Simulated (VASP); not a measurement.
# AgI (P6_3mc) in VASP: settings compared

Aim: see how the results for AgI move with the level of theory and the settings. Levels: PBE, LDA, r2SCAN. Tasks: single point.

Program: VASP 6.6.1. These are calculated values, not measurements. Logs are shortened: lines on timing, memory, paths and dates and some standing lists are left out, and cuts for length are marked.

### 1 The cell of the first run

The structure is hexagonal, space group P6_3mc (No. 186). The conventional cell has a = 4.651 Å, b = 4.651 Å, c = 7.600 Å, α = 90.00°, β = 90.00°, γ = 120.00°. Ag (site symmetry 3m) has 4 I at 2.85 Å within 3.8 Å. I (site symmetry 3m) has 4 Ag at 2.85 Å within 3.8 Å.

### 2 Single point, PBE

Contents of INCAR:

```
SYSTEM = AgI
ALGO = Normal
EDIFF = 1E-6
ENCUT = 500
GGA = PE
GGA_COMPAT = .FALSE.
ISIF = 2
ISMEAR = -1
LASPH = .TRUE.
LCHARG = .FALSE.
LREAL = .FALSE.
LWAVE = .FALSE.
NBANDS = 26
NELM = 120
PREC = Accurate
SIGMA = 0.02
```

Contents of KPOINTS:

```
k-points
0
G
  6 6 4
  0 0 0
```

Contents of POSCAR:

```
AgI
1.0
    4.6507453634      0.0000000000      0.0000000000
   -2.3253726817      4.0276636312      0.0000000000
    0.0000000000      0.0000000000      7.5997061756
Ag I
2 2
Direct
    0.6666666667      0.3333333333      0.6275234352
    0.3333333333      0.6666666667      0.1275234352
    0.6666666667      0.3333333333      0.0024765648
    0.3333333333      0.6666666667      0.5024765648
```

Potentials or basis: VASP PAW PBE potentials, release 64 (Ag, I).

Command:

```console
cat potpaw_PBE.64/Ag/POTCAR potpaw_PBE.64/I/POTCAR > POTCAR
mpirun -np 1 vasp_std > vasp.out
```

OUTCAR:

```text
SYSTEM = AgI
   EDIFF = 1E-6
   ENCUT = 500
   GGA = PE
   ISIF = 2
   ISMEAR = -1
   LASPH = .TRUE.
   LREAL = .FALSE.
   NELM = 120
   PREC = Accurate

 ion  position               nearest neighbor table
   1  0.667  0.333  0.628-   4 2.85   4 2.85   4 2.85   3 2.85
   2  0.333  0.667  0.128-   3 2.85   3 2.85   3 2.85   4 2.85
   3  0.667  0.333  0.002-   2 2.85   2 2.85   2 2.85   1 2.85
   4  0.333  0.667  0.502-   1 2.85   1 2.85   1 2.85   2 2.85

  LATTYP: Found a hexagonal cell.
 ALAT       =     4.6507453634
 C/A-ratio  =     1.6340834816

  Lattice vectors:

 A1 = (   4.6507453634,   0.0000000000,   0.0000000000)
 A2 = (  -2.3253726817,   4.0276636312,   0.0000000000)
 A3 = (   0.0000000000,   0.0000000000,   7.5997061756)

Analysis of symmetry for initial positions (statically):
=====================================================================
 Subroutine PRICEL returns:
 Original cell was already a primitive cell.

 Routine SETGRP: Setting up the symmetry group for a
 hexagonal supercell.

 Subroutine GETGRP returns: Found 12 space group operations
 (whereof  6 operations were pure point group operations)
 out of a pool of 24 trial point group operations.

The static configuration has the point symmetry C_3v.
 The point group associated with its full space group is C_6v.

Analysis of symmetry for dynamics (positions and initial velocities):
=====================================================================
 Subroutine PRICEL returns:
 Original cell was already a primitive cell.

 Routine SETGRP: Setting up the symmetry group for a
 hexagonal supercell.

 Subroutine GETGRP returns: Found 12 space group operations
 (whereof  6 operations were pure point group operations)
 out of a pool of 24 trial point group operations.

The dynamic configuration has the point symmetry C_3v.
 The point group associated with its full space group is C_6v.

 Subroutine INISYM returns: Found 12 space group operations
 (whereof  6 operations are pure point group operations),
 and found     1 'primitive' translations

----------------------------------------------------------------------------------------

                                     Primitive cell

  volume of cell :     142.3549

  direct lattice vectors                    reciprocal lattice vectors
     4.650745363  0.000000000  0.000000000     0.215019297  0.124141449  0.000000000
    -2.325372682  4.027663631  0.000000000     0.000000000  0.248282898  0.000000000
     0.000000000  0.000000000  7.599706176     0.000000000  0.000000000  0.131584035

  length of vectors
     4.650745363  4.650745363  7.599706176     0.248282898  0.248282898  0.131584035

  position of ions in fractional coordinates (direct lattice)
     0.666666667  0.333333333  0.627523435
     0.333333333  0.666666667  0.127523435
     0.666666667  0.333333333  0.002476565
     0.333333333  0.666666667  0.502476565

  ion indices of the primitive-cell ions
   primitive index   ion index
                 1           1
                 2           2
                 3           3
                 4           4

----------------------------------------------------------------------------------------

 KPOINTS: k-points

Automatic generation of k-mesh.
 Grid dimensions read from file:
 generate k-points for:    6    6    4

 Generating k-lattice:

  Cartesian coordinates                     Fractional coordinates (reciprocal lattice)
     0.035836550  0.020690242  0.000000000     0.166666667 -0.000000000  0.000000000
     0.000000000  0.041380483  0.000000000     0.000000000  0.166666667  0.000000000
     0.000000000  0.000000000  0.032896009     0.000000000  0.000000000  0.250000000

  Length of vectors
     0.041380483  0.041380483  0.032896009

  Shift w.r.t. Gamma in fractional coordinates (k-lattice)
     0.000000000  0.000000000  0.000000000

 Subroutine IBZKPT returns following result:
 ===========================================

 Found     21 irreducible k-points:

 Following reciprocal coordinates:
            Coordinates               Weight
  0.000000  0.000000  0.000000      1.000000
  0.166667  0.000000  0.000000      6.000000
  0.333333  0.000000  0.000000      6.000000
  0.500000  0.000000  0.000000      3.000000
  0.166667  0.166667  0.000000      6.000000
  0.333333  0.166667  0.000000     12.000000
[... 13 lines left out ...]
  0.333333  0.166667  0.500000     12.000000
  0.333333  0.333333  0.500000      2.000000
   k-points           NKPTS =     21   k-points in BZ     NKDIM =     21   number of bands    NBANDS=     26
   number of dos      NEDOS =    301   number of ions     NIONS =      4
   total plane-waves  NPLWV =  72576
   dimension x,y,z NGX =    36 NGY =   36 NGZ =   56
   dimension x,y,z NGXF=    72 NGYF=   72 NGZF=  112
   ions per type =               2   2
   NGX,Y,Z   is equivalent  to a cutoff of  12.87, 12.87, 12.25 a.u.
   NGXF,Y,Z  is equivalent  to a cutoff of  25.74, 25.74, 24.50 a.u.
 SYSTEM =  AgI
   PREC   = accura    normal or accurate (medium, high low for compatibility)
   ISTART =      0    job   : 0-new  1-cont  2-samecut
   ICHARG =      2    charge: 1-file 2-atom 10-const
   ISPIN  =      1    spin polarized calculation?
   LNONCOLLINEAR =      F non collinear calculations
   LSORBIT =      F    spin-orbit coupling
   LASPH  =      T    aspherical Exc in radial PAW
   ENCUT  =  500.0 eV  36.75 Ry    6.06 a.u.   8.48  8.48 13.86*2*pi/ulx,y,z
   NELM   =    120;   NELMIN=  2; NELMDL= -5     # of ELM steps
   EDIFF  = 0.1E-05   stopping-criterion for ELM
   LREAL  =      F    real-space projection
   EDIFFG = 0.1E-04   stopping-criterion for IOM
   NSW    =      0    number of steps for IOM
   IBRION =     -1    ionic relax: 0-MD 1-quasi-New 2-CG
   NFREE  =      0    steps in history (QN), initial steepest desc. (CG)
   ISIF   =      2    stress and relaxation
   ISYM   =      2    0-nonsym 1-usesym 2-fastsym
   POTIM  = 0.5000    time-step for ionic-motion
   TEBEG  =    0.0;   TEEND  =   0.0 temperature during run
   PSTRESS=    0.0 pullay stress
   NELECT =      36.0000    total number of electrons
   NUPDOWN=      -1.0000    fix difference up-down
   EMIN   =  10.00;   EMAX   =-10.00  energy-range for DOS
   EFERMI =   0.00;   METHOD = LEGACY
   ISMEAR =    -1;   SIGMA  =   0.02  broadening in eV -4-tet -1-fermi 0-gaus
   EFERMI_NEDOS =   21; number of points for ismear=-14 and -15
   IALGO  =     38    algorithm
   IMIX   =      4    mixing-type and parameters
     AMIX     =   0.40;   BMIX     =  1.00
     AMIX_MAG =   1.60;   BMIX_MAG =  1.00
  volume/ion in A,a.u.               =      35.59       240.16
  Fermi-wavevector in a.u.,A,eV,Ry     =   1.035265  1.956367 14.582362  1.071773
  Thomas-Fermi vector in A             =   2.169600
   LORBIT       =      0    0 simple, 1 ext, 2 COOP (PROOUT), +10 PAW based schemes
   GGA     = PE    functional components
   LHFCALC =     F    Hartree Fock is set to
   AEXX    =    0.0000 exact exchange contribution
   IVDW    =     0    specifies the selected vdW correction
   LEPSILON=     F    determine dielectric tensor
   LRPA    =     F    only Hartree local field effects (RPA)
 non-spin polarized calculation
  energy-cutoff  :      500.00
  volume of cell :      142.35
 maximum number of plane-waves:      3657
 NGX is ok and might be reduce to    36
   NGX = 17   NGY = 17   NGZ = 27

 number of electron      36.0000004 magnetization

 Free energy of the ion-electron system (eV)
  ---------------------------------------------------
  ext. energy  EPLUGINS =         0.00000000
  ---------------------------------------------------
  free energy    TOTEN  =        -9.57468199 eV

  energy without entropy =       -9.57468199  energy(sigma->0) =       -9.57468199

 E-fermi :   3.1263     XC(G=0):  -8.2491

 val. band max:        2.7107860452   @ k =   0.0000   0.0000   0.0000
 cond. band min:       4.0802492516   @ k =   0.0000   0.0000   0.0000
 fundamental gap:      1.3694632064
 Fermi energy:         3.1262982395

 k-point     1 :       0.0000    0.0000    0.0000
  band No.  band energies     occupation
      1      -9.8871      2.00000
      2      -9.6245      2.00000
      3      -1.2658      2.00000
      4      -1.2636      2.00000
      5      -1.2636      2.00000
      6      -1.1797      2.00000
[... 18 lines left out ...]
     25       9.3918      0.00000
     26       9.9813      0.00000

 k-point     2 :       0.1667    0.0000    0.0000
  band No.  band energies     occupation
      1      -9.8307      2.00000
      2      -9.5972      2.00000
      3      -1.3117      2.00000
      4      -1.2276      2.00000
      5      -1.2219      2.00000
      6      -1.1335      2.00000
[... 18 lines left out ...]
     25       9.6327      0.00000
     26       9.9011      0.00000

 k-point     3 :       0.3333    0.0000    0.0000
  band No.  band energies     occupation
      1      -9.7051      2.00000
      2      -9.5504      2.00000
      3      -1.3723      2.00000
      4      -1.2248      2.00000
      5      -1.1442      2.00000
      6      -1.0306      2.00000
[... 18 lines left out ...]
     25      10.1033      0.00000
     26      10.4699      0.00000

 k-point     4 :       0.5000    0.0000    0.0000
  band No.  band energies     occupation
      1      -9.6270      2.00000
      2      -9.5398      2.00000
      3      -1.3582      2.00000
      4      -1.2516      2.00000
      5      -1.1098      2.00000
      6      -0.9410      2.00000
[... 18 lines left out ...]
     25      10.2209      0.00000
     26      11.8371      0.00000
[... 409 lines left out ...]
      1      -9.6499      2.00000
      2      -9.6499      2.00000
      3      -1.3884      2.00000
      4      -1.3884      2.00000
      5      -1.1229      2.00000
      6      -1.1229      2.00000
[... 18 lines left out ...]
     25       9.8017      0.00000
     26       9.8017      0.00000

 k-point    20 :       0.3333    0.1667    0.5000
  band No.  band energies     occupation
      1      -9.5823      2.00000
      2      -9.5823      2.00000
      3      -1.3732      2.00000
      4      -1.3732      2.00000
      5      -1.0519      2.00000
      6      -1.0519      2.00000
[... 18 lines left out ...]
     25      10.1926      0.00000
     26      10.1926      0.00000

 k-point    21 :       0.3333    0.3333    0.5000
  band No.  band energies     occupation
      1      -9.5597      2.00000
      2      -9.5597      2.00000
      3      -1.2634      2.00000
      4      -1.2634      2.00000
      5      -1.1036      2.00000
      6      -1.1036      2.00000
[... 18 lines left out ...]
     25      10.9148      0.00000
     26      10.9150      0.00000

------------------------ aborting loop because EDIFF is reached ----------------------------------------

  FORCE on cell =-STRESS in cart. coord.  units (eV):
  Direction    XX          YY          ZZ          XY          YZ          ZX
  --------------------------------------------------------------------------------------
  -------------------------------------------------------------------------------------
  Total        0.5063896      0.5063896      0.5327109      0.0000000      0.0000000      0.0000000
  in kB        5.6993173      5.6993173      5.9955585      0.0000000      0.0000000      0.0000000
  external PRESSURE =       5.7980644 kB  Pullay stress =       0.0000000 kB

 VOLUME and BASIS-vectors are now :
 -----------------------------------------------------------------------------
  energy-cutoff  :      500.00
  volume of cell :      142.35
      direct lattice vectors                 reciprocal lattice vectors
     4.650745363  0.000000000  0.000000000     0.215019297  0.124141449  0.000000000
    -2.325372682  4.027663631  0.000000000     0.000000000  0.248282898  0.000000000
     0.000000000  0.000000000  7.599706176     0.000000000  0.000000000  0.131584035

 POSITION                                       TOTAL-FORCE (eV/Angst)
 -----------------------------------------------------------------------------------
      2.32537      1.34255      4.76899         0.000000      0.000000     -0.000742
     -0.00000      2.68511      0.96914        -0.000000     -0.000000     -0.000742
      2.32537      1.34255      0.01882         0.000000     -0.000000      0.000742
     -0.00000      2.68511      3.81867        -0.000000      0.000000      0.000742
 -----------------------------------------------------------------------------------
    total drift:                               -0.000000      0.000000      0.000569

  FREE ENERGIE OF THE ION-ELECTRON SYSTEM (eV)
  ---------------------------------------------------
  free  energy   TOTEN  =        -9.5746819919 eV

  energy  without entropy=       -9.5746819918  energy(sigma->0) =       -9.57468199
```

It took 35 s on 1 thread of Intel Xeon 6975P-C (Granite Rapids), shared host; peak memory 0.28 GiB.

Results:

```yaml
Free_energy: -9.5747 eV
Pressure: 0.6 GPa
Band_gap_on_the_k_mesh: 1.37 eV
```

Caveat: spin-orbit coupling is left out, which moves the levels of the heavy elements. PBE gaps usually lie below the measured ones, often by a third to a half.

### 3 Single point, LDA

Contents of INCAR:

```
PREC = Accurate
ENCUT = 500
EDIFF = 1E-6
ISMEAR = 0
SIGMA = 0.01
LREAL = False
LASPH = True
NELM = 120
ALGO = Normal
ISIF = 2
LWAVE = False
LCHARG = False
NBANDS = 26
GGA_COMPAT = False
```

Contents of KPOINTS:

```
regular mesh
0
Gamma
  6 6 4
```

POSCAR is that of step 2.

Potentials or basis: VASP PAW LDA potentials, release 64 (Ag, I).

Command:

```console
cat potpaw_LDA.64/Ag/POTCAR potpaw_LDA.64/I/POTCAR > POTCAR
mpirun -np 1 vasp_std > vasp.out
```

Wall time 26 s (1 thread of Intel Xeon 6975P-C (Granite Rapids), shared host); peak memory 0.24 GiB.

The run converged. Its results:

```yaml
Free_energy: -12.0800 eV
Pressure: -3.3 GPa
Largest_force: 0.006 eV/Å
Band_gap_on_the_k_mesh: 1.12 eV
```

Forces on the atoms (eV/Å):
```
Ag   0.000  0.000 -0.006
Ag   0.000  0.000 -0.006
I    0.000  0.000  0.006
I    0.000  0.000  0.006
```

Levels at points of the mesh, in eV from the valence-band top:
```tsv
k point	band 15	band 16	band 17	band 18	band 19	band 20	band 21	band 22
(0.00, 0.00, 0.00)	-0.68	-0.06	0.00	0.00	1.12	2.46	5.68	5.68
(0.50, 0.00, 0.00)	-2.11	-1.69	-0.99	-0.68	3.15	3.46	4.69	5.65
(0.00, 0.00, 0.50)	-0.35	-0.35	-0.35	-0.35	2.44	2.44	5.46	5.46
(0.50, 0.00, 0.50)	-1.18	-1.18	-1.17	-1.17	3.10	3.10	4.76	4.76
```

Caveat: the cell stands under tension; spin-orbit coupling is left out, which moves the levels of the heavy elements.

### 4 Single point, r2SCAN

POSCAR is that of step 3.

Contents of INCAR.step1:

```
SYSTEM = AgI
PREC = Accurate ; ENCUT = 550
ISMEAR = -1 ; SIGMA = 0.02
LREAL = .FALSE. ; LASPH = .TRUE.
NELM = 120 ; NBANDS = 26
GGA = PE ; ALGO = Normal
EDIFF = 1E-5 ; LWAVE = .TRUE.
LCHARG = .FALSE. ; GGA_COMPAT = .FALSE.
```

Contents of INCAR.step2:

```
SYSTEM = AgI
PREC = Accurate ; ENCUT = 550
EDIFF = 1E-6 ; ISMEAR = -1
SIGMA = 0.02 ; LREAL = .FALSE.
LASPH = .TRUE. ; NELM = 120
ALGO = Normal ; ISIF = 2
LWAVE = .FALSE. ; LCHARG = .TRUE.
METAGGA = R2SCAN ; LMIXTAU = .TRUE.
LELF = .TRUE. ; LVHAR = .TRUE.
NBANDS = 26 ; ISTART = 1
GGA_COMPAT = .FALSE.
```

Contents of KPOINTS:

```
Automatic mesh
0
G
  6 6 4
  0 0 0
```

Potentials or basis: VASP PAW PBE potentials, release 64 (Ag, I).

Command:

```console
cat potpaw_PBE.64/Ag/POTCAR potpaw_PBE.64/I/POTCAR > POTCAR
cp INCAR.step1 INCAR
mpirun -np 1 vasp_std > vasp.out
cp INCAR.step2 INCAR
mpirun -np 1 vasp_std > vasp.out
```

Run time: 2.1 min. Hardware: 1 thread of Intel Xeon 6975P-C (Granite Rapids), shared host; peak memory 0.33 GiB.

The run converged. Its results:

```yaml
Free_energy: -93.0524 eV
Pressure: -0.1 GPa
Band_gap_on_the_k_mesh: 1.83 eV
```

Levels at points of the mesh, in eV from the valence-band top:
```tsv
k point	band 14	band 15	band 16	band 17	band 18	band 19	band 20	band 21	band 22	band 23
(0.00, 0.00, 0.00)	-0.68	-0.68	-0.06	0.00	0.00	1.83	3.10	6.29	6.29	6.45
(0.50, 0.00, 0.00)	-2.49	-2.08	-1.70	-0.97	-0.68	3.76	3.98	5.14	6.26	6.72
(0.00, 0.00, 0.50)	-1.58	-0.35	-0.35	-0.35	-0.35	3.10	3.10	6.03	6.03	6.57
(0.50, 0.00, 0.50)	-2.67	-1.18	-1.18	-1.17	-1.17	3.68	3.68	5.28	5.28	7.68
```

Caveat: the PAW data sets were made with another functional, which shifts forces and pressure a little; spin-orbit coupling is left out, which moves the levels of the heavy elements.

### 5 Summary

```csv
level,potentials or basis,cutoff (eV),smearing,gap on the mesh (eV),pressure (GPa)
PBE,"VASP PAW PBE potentials, release 64 (Ag, I)",500,fermi-dirac 0.02 eV,1.37,0.6
LDA,"VASP PAW LDA potentials, release 64 (Ag, I)",500,gaussian 0.01 eV,1.12,-3.3
r2SCAN,"VASP PAW PBE potentials, release 64 (Ag, I)",550,fermi-dirac 0.02 eV,1.83,-0.1
```

Alike in all rows: task single point; no spin polarisation; cell as given; k mesh 6 × 6 × 4.

Caveats: spin-orbit coupling is left out, which moves the levels of the heavy elements; the cell stands under tension (at least some runs); the PAW data sets were made with another functional, which shifts forces and pressure a little (at least some runs).

Absolute energies hang on the potentials; compare differences alone.
